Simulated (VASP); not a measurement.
# Na (C2/m) in VASP: further runs

The runs below take Na through single point, with r2SCAN.

Program: VASP 6.6.1. These are calculated values, not measurements. Logs are shortened: lines on timing, memory, paths and dates and some standing lists are left out, and cuts for length are marked.

**1. The cell of the first run**

It takes space group C2/m (No. 12, monoclinic). Conventional cell: a = 6.525 Å, b = 3.767 Å, c = 6.154 Å, α = 90.00°, β = 90.00°, γ = 90.00°. Na (site symmetry m) has 12 Na at 3.29 to 4.40 Å within 4.4 Å.

**2. Single point, r2SCAN (atom 1 (Na) moved by (-0.450, -0.450) A along y and z)**

File POSCAR:

```
Na
1.0
    3.7670009976      0.0000000000      0.0000000000
   -1.8835004988      3.2623185600      0.0000000000
    0.0000000000      0.0000000000      6.1540000000
Na
2
Direct
    0.2643639804      0.5287279609      0.1768768281
    0.6666666667      0.3333333333      0.7500000000
```

File INCAR.step1:

```
PREC = Accurate ; ENCUT = 520
ISMEAR = 0 ; SIGMA = 0.15
LREAL = F ; LASPH = T
NELM = 100 ; NBANDS = 14
GGA = PE ; ALGO = Normal
EDIFF = 1E-4 ; LWAVE = T
LCHARG = F
```

File INCAR.step2:

```
PREC = Accurate ; ENCUT = 520
EDIFF = 1E-6 ; ISMEAR = 0
SIGMA = 0.15 ; LREAL = F
LASPH = T ; NELM = 100
ALGO = Normal ; ISIF = 2
LWAVE = F ; LCHARG = F
METAGGA = R2SCAN ; LMIXTAU = T
NBANDS = 14 ; ISTART = 1
```

File KPOINTS:

```
Automatic mesh
0
Gamma
  12 12 8
```

Potentials or basis: VASP PAW PBE potentials, release 64 (Na_pv).

Command:

```bash
$ cat potpaw_PBE.64/Na_pv/POTCAR > POTCAR
$ cp INCAR.step1 INCAR
$ mpirun -np 1 vasp_std > vasp.out
$ cp INCAR.step2 INCAR
$ mpirun -np 1 vasp_std > vasp.out
```

OUTCAR:

```text
PREC = Accurate
   ENCUT = 520
   EDIFF = 1E-6
   ISMEAR = 0
   LREAL = F
   LASPH = T
   NELM = 100
   ISIF = 2
   METAGGA = R2SCAN
   ISTART = 1

 ion  position               nearest neighbor table
   1  0.264  0.529  0.177-
   2  0.667  0.333  0.750-

  LATTYP: Found a hexagonal cell.
 ALAT       =     3.7670009976
 C/A-ratio  =     1.6336603054

  Lattice vectors:

 A1 = (   3.7670009976,   0.0000000000,   0.0000000000)
 A2 = (  -1.8835004988,   3.2623185600,   0.0000000000)
 A3 = (   0.0000000000,   0.0000000000,   6.1540000000)

Analysis of symmetry for initial positions (statically):
=====================================================================
 Subroutine PRICEL returns:
 Original cell was already a primitive cell.

 Routine SETGRP: Setting up the symmetry group for a
 hexagonal supercell.

 Subroutine GETGRP returns: Found  4 space group operations
 (whereof  2 operations were pure point group operations)
 out of a pool of 24 trial point group operations.

The static configuration has the point symmetry C_1h.
 The point group associated with its full space group is C_2h.

Analysis of symmetry for dynamics (positions and initial velocities):
=====================================================================
 Subroutine PRICEL returns:
 Original cell was already a primitive cell.

 Routine SETGRP: Setting up the symmetry group for a
 hexagonal supercell.

 Subroutine GETGRP returns: Found  4 space group operations
 (whereof  2 operations were pure point group operations)
 out of a pool of 24 trial point group operations.

The dynamic configuration has the point symmetry C_1h.
 The point group associated with its full space group is C_2h.

 Subroutine INISYM returns: Found  4 space group operations
 (whereof  2 operations are pure point group operations),
 and found     1 'primitive' translations

----------------------------------------------------------------------------------------

                                     Primitive cell

  volume of cell :      75.6275

  direct lattice vectors                    reciprocal lattice vectors
     3.767000998  0.000000000  0.000000000     0.265463163  0.153265229  0.000000000
    -1.883500499  3.262318560  0.000000000     0.000000000  0.306530457  0.000000000
     0.000000000  0.000000000  6.154000000     0.000000000  0.000000000  0.162495938
[... 91 lines left out ...]
   ISYM   =      2    0-nonsym 1-usesym 2-fastsym
   POTIM  = 0.5000    time-step for ionic-motion
   TEBEG  =    0.0;   TEEND  =   0.0 temperature during run
   PSTRESS=    0.0 pullay stress
   NELECT =      14.0000    total number of electrons
   NUPDOWN=      -1.0000    fix difference up-down
   EMIN   =  10.00;   EMAX   =-10.00  energy-range for DOS
   EFERMI =   0.00;   METHOD = LEGACY
   ISMEAR =     0;   SIGMA  =   0.15  broadening in eV -4-tet -1-fermi 0-gaus
   EFERMI_NEDOS =   21; number of points for ismear=-14 and -15
   IALGO  =     38    algorithm
   IMIX   =      4    mixing-type and parameters
     AMIX     =   0.40;   BMIX     =  1.00
     AMIX_MAG =   1.60;   BMIX_MAG =  1.00
  volume/ion in A,a.u.               =      37.81       255.18
  Fermi-wavevector in a.u.,A,eV,Ry     =   0.933020  1.763152 11.844231  0.870526
  Thomas-Fermi vector in A             =   2.059678
   LORBIT       =      0    0 simple, 1 ext, 2 COOP (PROOUT), +10 PAW based schemes
   METAGGA = R2SCAN    functional components
   LHFCALC =     F    Hartree Fock is set to
   AEXX    =    0.0000 exact exchange contribution
   IVDW    =     0    specifies the selected vdW correction
   LEPSILON=     F    determine dielectric tensor
   LRPA    =     F    only Hartree local field effects (RPA)
 non-spin polarized calculation
 Gauss-broadening in eV      SIGMA  =   0.15
  energy-cutoff  :      520.00
  volume of cell :       75.63
 maximum number of plane-waves:      2059
   NGX = 13   NGY = 13   NGZ = 23

 number of electron      14.0000009 magnetization

 Free energy of the ion-electron system (eV)
  ---------------------------------------------------
  ext. energy  EPLUGINS =         0.00000000
  ---------------------------------------------------
  free energy    TOTEN  =        -7.02175348 eV

  energy without entropy =       -7.01193537  energy(sigma->0) =       -7.01684442

 E-fermi :   0.2874     XC(G=0):  -6.8489

 val. band max:        0.2637620429   @ k =   0.0000  -0.3333   0.3750
 cond. band min:       0.3041309737   @ k =   0.0833   0.5000   0.2500
 fundamental gap:      0.0403689307
 Fermi energy:         0.2873936979

 k-point     1 :       0.0000    0.0000    0.0000
  band No.  band energies     occupation
      1     -25.8082      2.00000
      2     -25.7740      2.00000
      3     -25.7579      2.00000
      4     -25.7576      2.00000
      5     -25.7558      2.00000
      6     -25.7555      2.00000
      7      -3.1767      2.00000
      8       0.8538      0.00000
      9       1.4197      0.00000
     10      10.6148      0.00000
     11      10.8371      0.00000
     12      10.9700      0.00000
     13      11.5043      0.00000
     14      11.6236      0.00000
[... 377 lines left out ...]
      1     -25.8011      2.00000
      2     -25.7967      2.00000
      3     -25.7720      2.00000
      4     -25.7668      2.00000
      5     -25.7629      2.00000
      6     -25.7589      2.00000
      7      -0.9463      2.00000
      8       2.4772      0.00000
      9       2.9279      0.00000
     10       3.8816      0.00000
     11       6.4327      0.00000
     12       6.5269      0.00000
     13       7.5793      0.00000
     14      10.0738      0.00000

 [... further k-points ...]

------------------------ aborting loop because EDIFF is reached ----------------------------------------

  FORCE on cell =-STRESS in cart. coord.  units (eV):
  Direction    XX          YY          ZZ          XY          YZ          ZX
  --------------------------------------------------------------------------------------
  -------------------------------------------------------------------------------------
  Total        0.3550130     -0.1017081      0.3180079      0.0000000      0.0769208      0.0000000
  in kB        7.5209944     -2.1546986      6.7370365      0.0000000      1.6295774      0.0000000
  external PRESSURE =       4.0344441 kB  Pullay stress =       0.0000000 kB

 VOLUME and BASIS-vectors are now :
 -----------------------------------------------------------------------------
  energy-cutoff  :      520.00
  volume of cell :       75.63
      direct lattice vectors                 reciprocal lattice vectors
     3.767000998  0.000000000  0.000000000     0.265463163  0.153265229  0.000000000
    -1.883500499  3.262318560  0.000000000     0.000000000  0.306530457  0.000000000
     0.000000000  0.000000000  6.154000000     0.000000000  0.000000000  0.162495938

 POSITION                                       TOTAL-FORCE (eV/Angst)
 -----------------------------------------------------------------------------------
     -0.00000      1.72488      1.08850         0.000000      0.052376      0.391937
      1.88350      1.08744      4.61550         0.000000     -0.052376     -0.391937
 -----------------------------------------------------------------------------------
    total drift:                               -0.000006     -0.000367      0.000373

  FREE ENERGIE OF THE ION-ELECTRON SYSTEM (eV)
  ---------------------------------------------------
  free  energy   TOTEN  =        -7.0217534829 eV

  energy  without entropy=       -7.0119353657  energy(sigma->0) =       -7.01684442
```

OUTCAR.step1:

```text
PREC = Accurate
   ENCUT = 520
   ISMEAR = 0
   LREAL = F
   LASPH = T
[... 631 lines left out ...]
 -----------------------------------------------------------------------------------
     -0.00000      1.72488      1.08850        -0.000000      0.043089      0.334978
      1.88350      1.08744      4.61550         0.000000     -0.043089     -0.334978
 -----------------------------------------------------------------------------------
    total drift:                                0.000000     -0.000033      0.000005

  FREE ENERGIE OF THE ION-ELECTRON SYSTEM (eV)
  ---------------------------------------------------
  free  energy   TOTEN  =        -2.5477089251 eV

  energy  without entropy=       -2.5374682515  energy(sigma->0) =       -2.54258859
```

OSZICAR.step1:

```text
N       E                     dE             d eps       ncg     rms          rms(c)
DAV:   1     0.100666993693E+03    0.10067E+03   -0.75882E+03  8960   0.959E+02
DAV:   2     0.142172285574E+01   -0.99245E+02   -0.98175E+02  9236   0.278E+02
DAV:   3    -0.250582275131E+01   -0.39275E+01   -0.39239E+01 11402   0.631E+01
DAV:   4    -0.256085584467E+01   -0.55033E-01   -0.55031E-01  9998   0.811E+00
DAV:   5    -0.256210535153E+01   -0.12495E-02   -0.12495E-02 11416   0.124E+00    0.392E-01
DAV:   6    -0.255153250028E+01    0.10573E-01   -0.10124E-02 10200   0.514E-01    0.235E-01
DAV:   7    -0.254773405178E+01    0.37984E-02   -0.12344E-02 11090   0.519E-01    0.631E-02
DAV:   8    -0.254770892509E+01    0.25127E-04   -0.53770E-04  9692   0.199E-01
   1 F= -.25477089E+01 E0= -.25425886E+01  d E =-.102407E-01
```

Wall time 7 min (1 thread of Intel Xeon 6975P-C (Granite Rapids), shared host); peak memory 0.37 GiB.

What came out:

```
Free energy            : -7.0218 eV
Pressure               : 0.4 GPa
Largest force          : 0.395 eV/Å
Band gap on the k mesh : zero (bands 7 and 8 overlap by 4.05 eV)
```

Forces in eV/Å, atoms in the order of the input:
```
Na   0.000  0.052  0.392
Na   0.000 -0.052 -0.392
```

Caveat: the cell differs from its parent crystal (atom 1 (Na) moved by (-0.450, -0.450) A along y and z); the PAW data sets were made with another functional, which shifts forces and pressure a little.

(Continued in part 2 of 2.)

The gap in the log of VASP goes by the Fermi energy; the results here count the filled bands.